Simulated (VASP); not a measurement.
# NbPdSe4 (P-3m1) in VASP: single point with PBE

Aim: the single point of NbPdSe4 with PBE.

All numbers are computed with VASP 6.6.1; they aren't measurements. Logs are shortened: lines on timing, memory, paths and dates and some standing lists are left out, and cuts for length are marked.

## 1. The cell of the first run

The structure is trigonal, space group P-3m1 (No. 164). Conventional cell: a = 3.607 Å, b = 3.607 Å, c = 13.235 Å, α = 90.00°, β = 90.00°, γ = 120.00°. Nb (site symmetry -3m) has 6 Se at 2.64 Å and 6 Nb at 3.61 Å within 3.7 Å. Pd (site symmetry -3m) has 6 Se at 2.50 Å within 3.3 Å. Within 3.3 Å of Se (site symmetry 3m) lie 3 Pd at 2.50 Å. Se (site symmetry 3m) has 3 Nb at 2.64 Å and 9 Se at 3.61 to 3.85 Å within 3.9 Å.

## 2. Single point, PBE

INCAR

```
SYSTEM = NbPdSe4
PREC     = Accurate       ! precision mode
ENCUT    = 520            ! plane-wave cutoff, eV
EDIFF    = 1E-6           ! SCF threshold, eV
ISMEAR   = 0              ! smearing method
SIGMA    = 0.1            ! smearing width, eV
LREAL    = .False.        ! projectors in reciprocal space
LASPH    = .True.         ! aspherical terms in the spheres
NELM     = 60             ! most SCF steps
ALGO     = Normal         ! electronic algorithm
ISIF     = 2              ! what is computed and relaxed
LWAVE    = .False.        ! write WAVECAR
LCHARG   = .False.        ! write CHGCAR
GGA      = PE             ! functional
NBANDS   = 32             ! bands
```

KPOINTS

```
regular mesh
0
Gamma
  12 12 4
  0 0 0
```

POSCAR

```
NbPdSe4
1.0
    3.6073507309      0.0000000289      0.0000000000
   -1.8036753904      3.1240573588      0.0000000000
    0.0000000000      0.0000000000     13.2347624000
Nb Pd Se
1 1 4
Direct
    0.0000000000      0.0000000000      0.5000000000
    0.0000000000      0.0000000000      0.0000000000
    0.3333333333      0.6666666667      0.8951820000
    0.3333333333      0.6666666667      0.3778640000
    0.6666666667      0.3333333333      0.6221360000
    0.6666666667      0.3333333333      0.1048180000
```

Potentials or basis: VASP PAW PBE potentials, release 64 (Nb_sv, Pd, Se).

On the command line:

```
> cat potpaw_PBE.64/Nb_sv/POTCAR potpaw_PBE.64/Pd/POTCAR potpaw_PBE.64/Se/POTCAR > POTCAR
> mpirun -np 1 vasp_std > vasp.out
```

OUTCAR:

```text
SYSTEM = NbPdSe4
   PREC = Accurate
   ENCUT = 520
   EDIFF = 1E-6
   ISMEAR = 0
   LREAL = .False.
   LASPH = .True.
   NELM = 60
   ISIF = 2
   GGA = PE

 ion  position               nearest neighbor table
   1  0.000  0.000  0.500-   4 2.64   5 2.64   4 2.64   5 2.64   5 2.64   4 2.64
   2  0.000  0.000  0.000-   3 2.50   6 2.50   3 2.50   6 2.50   6 2.50   3 2.50
   3  0.333  0.667  0.895-   2 2.50   2 2.50   2 2.50
   4  0.333  0.667  0.378-   1 2.64   1 2.64   1 2.64
   5  0.667  0.333  0.622-   1 2.64   1 2.64   1 2.64
   6  0.667  0.333  0.105-   2 2.50   2 2.50   2 2.50

  LATTYP: Found a hexagonal cell.
 ALAT       =     3.6073507309
 C/A-ratio  =     3.6688316128

  Lattice vectors:

 A1 = (   3.6073507309,   0.0000000289,   0.0000000000)
 A2 = (  -1.8036753904,   3.1240573588,   0.0000000000)
 A3 = (   0.0000000000,   0.0000000000,  13.2347624000)

Analysis of symmetry for initial positions (statically):
=====================================================================
 Subroutine PRICEL returns:
 Original cell was already a primitive cell.

 Routine SETGRP: Setting up the symmetry group for a
 hexagonal supercell.

 Subroutine GETGRP returns: Found 12 space group operations
 (whereof 12 operations were pure point group operations)
 out of a pool of 24 trial point group operations.

The static configuration has the point symmetry D_3d.

Analysis of symmetry for dynamics (positions and initial velocities):
=====================================================================
 Subroutine PRICEL returns:
 Original cell was already a primitive cell.

 Routine SETGRP: Setting up the symmetry group for a
 hexagonal supercell.

 Subroutine GETGRP returns: Found 12 space group operations
 (whereof 12 operations were pure point group operations)
 out of a pool of 24 trial point group operations.

The dynamic configuration has the point symmetry D_3d.

 Subroutine INISYM returns: Found 12 space group operations
 (whereof 12 operations are pure point group operations),
 and found     1 'primitive' translations

----------------------------------------------------------------------------------------

                                     Primitive cell

  volume of cell :     149.1501

  direct lattice vectors                    reciprocal lattice vectors
     3.607350731  0.000000029  0.000000000     0.277211746  0.160048279  0.000000000
    -1.803675390  3.124057359  0.000000000    -0.000000003  0.320096554  0.000000000
     0.000000000  0.000000000 13.234762400     0.000000000  0.000000000  0.075558591

  length of vectors
     3.607350731  3.607350731 13.234762400     0.320096554  0.320096554  0.075558591

  position of ions in fractional coordinates (direct lattice)
     0.000000000  0.000000000  0.500000000
     0.000000000  0.000000000  0.000000000
     0.333333333  0.666666667  0.895182000
     0.333333333  0.666666667  0.377864000
     0.666666667  0.333333333  0.622136000
     0.666666667  0.333333333  0.104818000

  ion indices of the primitive-cell ions
   primitive index   ion index
                 1           1
                 2           2
                 3           3
                 4           4
                 5           5
                 6           6

----------------------------------------------------------------------------------------

 KPOINTS: regular mesh

Automatic generation of k-mesh.
 Grid dimensions read from file:
 generate k-points for:   12   12    4

 Generating k-lattice:

  Cartesian coordinates                     Fractional coordinates (reciprocal lattice)
     0.023100979  0.013337357  0.000000000     0.083333333  0.000000000  0.000000000
    -0.000000000  0.026674713  0.000000000    -0.000000000  0.083333333  0.000000000
     0.000000000  0.000000000  0.018889648     0.000000000  0.000000000  0.250000000

  Length of vectors
     0.026674713  0.026674713  0.018889648

  Shift w.r.t. Gamma in fractional coordinates (k-lattice)
     0.000000000  0.000000000  0.000000000

 Subroutine IBZKPT returns following result:
 ===========================================

 Found     69 irreducible k-points:

 Following reciprocal coordinates:
            Coordinates               Weight
  0.000000  0.000000  0.000000      1.000000
  0.083333 -0.000000  0.000000      6.000000
  0.166667 -0.000000  0.000000      6.000000
  0.250000 -0.000000  0.000000      6.000000
  0.333333 -0.000000  0.000000      6.000000
  0.416667 -0.000000  0.000000      6.000000
[... 16 lines left out ...]
  0.166667 -0.000000  0.250000      6.000000
  0.000000  0.166667  0.250000      6.000000
 [... further k-points ...]
   k-points           NKPTS =     69   k-points in BZ     NKDIM =     69   number of bands    NBANDS=     32
   number of dos      NEDOS =    301   number of ions     NIONS =      6
   total plane-waves  NPLWV =  76832
   dimension x,y,z NGX =    28 NGY =   28 NGZ =   98
   dimension x,y,z NGXF=    56 NGYF=   56 NGZF=  196
   ions per type =               1   1   4
   NGX,Y,Z   is equivalent  to a cutoff of  12.90, 12.90, 12.31 a.u.
   NGXF,Y,Z  is equivalent  to a cutoff of  25.81, 25.81, 24.62 a.u.
 SYSTEM =  NbPdSe4
   PREC   = accura    normal or accurate (medium, high low for compatibility)
   ISTART =      0    job   : 0-new  1-cont  2-samecut
   ICHARG =      2    charge: 1-file 2-atom 10-const
   ISPIN  =      1    spin polarized calculation?
   LNONCOLLINEAR =      F non collinear calculations
   LSORBIT =      F    spin-orbit coupling
   LASPH  =      T    aspherical Exc in radial PAW
   ENCUT  =  520.0 eV  38.22 Ry    6.18 a.u.   6.71  6.71 24.61*2*pi/ulx,y,z
   NELM   =     60;   NELMIN=  2; NELMDL= -5     # of ELM steps
   EDIFF  = 0.1E-05   stopping-criterion for ELM
   LREAL  =      F    real-space projection
   EDIFFG = 0.1E-04   stopping-criterion for IOM
   NSW    =      0    number of steps for IOM
   IBRION =     -1    ionic relax: 0-MD 1-quasi-New 2-CG
   NFREE  =      0    steps in history (QN), initial steepest desc. (CG)
   ISIF   =      2    stress and relaxation
   ISYM   =      2    0-nonsym 1-usesym 2-fastsym
   POTIM  = 0.5000    time-step for ionic-motion
   TEBEG  =    0.0;   TEEND  =   0.0 temperature during run
   PSTRESS=    0.0 pullay stress
   NELECT =      47.0000    total number of electrons
   NUPDOWN=      -1.0000    fix difference up-down
   EMIN   =  10.00;   EMAX   =-10.00  energy-range for DOS
   EFERMI =   0.00;   METHOD = LEGACY
   ISMEAR =     0;   SIGMA  =   0.10  broadening in eV -4-tet -1-fermi 0-gaus
   EFERMI_NEDOS =   21; number of points for ismear=-14 and -15
   IALGO  =     38    algorithm
   IMIX   =      4    mixing-type and parameters
     AMIX     =   0.40;   BMIX     =  1.00
     AMIX_MAG =   1.60;   BMIX_MAG =  1.00
  volume/ion in A,a.u.               =      24.86       167.75
  Fermi-wavevector in a.u.,A,eV,Ry     =   1.114037  2.105225 16.885897  1.241078
  Thomas-Fermi vector in A             =   2.250628
   LORBIT       =      0    0 simple, 1 ext, 2 COOP (PROOUT), +10 PAW based schemes
   GGA     = PE    functional components
   LHFCALC =     F    Hartree Fock is set to
   AEXX    =    0.0000 exact exchange contribution
   IVDW    =     0    specifies the selected vdW correction
   LEPSILON=     F    determine dielectric tensor
   LRPA    =     F    only Hartree local field effects (RPA)
 non-spin polarized calculation
 Gauss-broadening in eV      SIGMA  =   0.10
  energy-cutoff  :      520.00
  volume of cell :      149.15
 maximum number of plane-waves:      4069
 NGX is ok and might be reduce to    28
   NGX = 13   NGY = 13   NGZ = 49

 number of electron      47.0000001 magnetization

 Free energy of the ion-electron system (eV)
  ---------------------------------------------------
  ext. energy  EPLUGINS =         0.00000000
  ---------------------------------------------------
  free energy    TOTEN  =       -32.60111149 eV

  energy without entropy =      -32.59177260  energy(sigma->0) =      -32.59644204

 E-fermi :   4.2972     XC(G=0):  -9.4193

 val. band max:        4.2925620027   @ k =   0.1667   0.0833   0.5000
 cond. band min:       4.3048012167   @ k =   0.1667   0.0833   0.0000
 fundamental gap:      0.0122392140
 Fermi energy:         4.2971747676

 k-point     1 :       0.0000    0.0000    0.0000
  band No.  band energies     occupation
      1     -51.5486      2.00000
      2     -27.5531      2.00000
      3     -27.5531      2.00000
      4     -27.5230      2.00000
      5     -10.0857      2.00000
      6      -9.5652      2.00000
[... 24 lines left out ...]
     31       8.8453      0.00000
     32       9.5514      0.00000

 k-point     2 :       0.0833   -0.0000    0.0000
  band No.  band energies     occupation
      1     -51.5477      2.00000
      2     -27.5643      2.00000
      3     -27.5556      2.00000
      4     -27.5205      2.00000
      5     -10.0148      2.00000
      6      -9.4941      2.00000
[... 24 lines left out ...]
     31       9.2569      0.00000
     32      10.1021      0.00000

 k-point     3 :       0.1667   -0.0000    0.0000
  band No.  band energies     occupation
      1     -51.5455      2.00000
      2     -27.5950      2.00000
      3     -27.5625      2.00000
      4     -27.5138      2.00000
      5      -9.8114      2.00000
      6      -9.2937      2.00000
[... 24 lines left out ...]
     31      10.1093      0.00000
     32      10.7412      0.00000

 k-point     4 :       0.2500   -0.0000    0.0000
  band No.  band energies     occupation
      1     -51.5424      2.00000
      2     -27.6366      2.00000
      3     -27.5720      2.00000
      4     -27.5046      2.00000
      5      -9.5056      2.00000
      6      -9.0061      2.00000
[... 24 lines left out ...]
     31      10.1993      0.00000
     32      10.7745      0.00000

 k-point     5 :       0.3333   -0.0000    0.0000
  band No.  band energies     occupation
      1     -51.5394      2.00000
      2     -27.6779      2.00000
      3     -27.5815      2.00000
      4     -27.4954      2.00000
      5      -9.1554      2.00000
      6      -8.7276      2.00000
[... 584 lines left out ...]
     31       9.4264      0.00000
     32      10.1314      0.00000

 k-point    22 :       0.0000    0.0833    0.2500
  band No.  band energies     occupation
      1     -51.5477      2.00000
      2     -27.5643      2.00000
      3     -27.5556      2.00000
      4     -27.5205      2.00000
      5     -10.0137      2.00000
      6      -9.4990      2.00000
[... 24 lines left out ...]
     31       9.4133      0.00000
     32      10.1131      0.00000

 k-point    23 :       0.1667   -0.0000    0.2500
  band No.  band energies     occupation
      1     -51.5455      2.00000
      2     -27.5950      2.00000
      3     -27.5625      2.00000
      4     -27.5138      2.00000
      5      -9.8104      2.00000
      6      -9.2982      2.00000
[... 24 lines left out ...]
     31      10.2773      0.00000
     32      10.7265      0.00000

 k-point    24 :       0.0000    0.1667    0.2500
  band No.  band energies     occupation
      1     -51.5455      2.00000
      2     -27.5950      2.00000
      3     -27.5625      2.00000
      4     -27.5138      2.00000
      5      -9.8103      2.00000
      6      -9.2991      2.00000
[... 24 lines left out ...]
     31      10.1671      0.00000
     32      10.7240      0.00000

 [... further k-points ...]
[... 5 lines left out ...]
  --------------------------------------------------------------------------------------
  -------------------------------------------------------------------------------------
  Total        0.0205663      0.0205663      0.0323363      0.0000000      0.0000000     -0.0000000
  in kB        0.2209247      0.2209247      0.3473582      0.0000000      0.0000000     -0.0000000
  external PRESSURE =       0.2630692 kB  Pullay stress =       0.0000000 kB

 VOLUME and BASIS-vectors are now :
 -----------------------------------------------------------------------------
  energy-cutoff  :      520.00
  volume of cell :      149.15
      direct lattice vectors                 reciprocal lattice vectors
     3.607350731  0.000000029  0.000000000     0.277211746  0.160048279  0.000000000
    -1.803675390  3.124057359  0.000000000    -0.000000003  0.320096554  0.000000000
     0.000000000  0.000000000 13.234762400     0.000000000  0.000000000  0.075558591

 POSITION                                       TOTAL-FORCE (eV/Angst)
 -----------------------------------------------------------------------------------
      0.00000      0.00000      6.61738         0.000000      0.000000      0.000000
      0.00000      0.00000      0.00000         0.000000      0.000000      0.000000
     -0.00000      2.08270     11.84752         0.000000     -0.000000     -0.004166
     -0.00000      2.08270      5.00094        -0.000000     -0.000000     -0.004009
      1.80368      1.04135      8.23382        -0.000000      0.000000      0.004009
      1.80368      1.04135      1.38724        -0.000000      0.000000      0.004166
 -----------------------------------------------------------------------------------
    total drift:                                0.000000     -0.000000      0.000000

  FREE ENERGIE OF THE ION-ELECTRON SYSTEM (eV)
  ---------------------------------------------------
  free  energy   TOTEN  =       -32.6011114905 eV

  energy  without entropy=      -32.5917725967  energy(sigma->0) =      -32.59644204
```

Wall time 6.4 min (1 thread of AMD EPYC 7R43 (Zen 3), shared host); peak memory 0.46 GiB.

Results:

* Free energy: -32.6011 eV
* Pressure: 0.0 GPa
* Largest force: 0.004 eV/Å
* Band gap on the k mesh: zero (an odd number of electrons rules out a gap without spin polarisation)

Forces in eV/Å, atoms in the order of the input:
```
Nb   0.000  0.000  0.000
Pd   0.000  0.000  0.000
Se   0.000  0.000 -0.004
Se   0.000  0.000 -0.004
Se   0.000  0.000  0.004
Se   0.000  0.000  0.004
```

Caveat: this functional lacks dispersion, which binds layers or chains, so the pressure and a relaxed spacing across them are unreliable; an odd number of electrons without spin polarisation forces a metal; a magnetic or distorted state may lie lower.
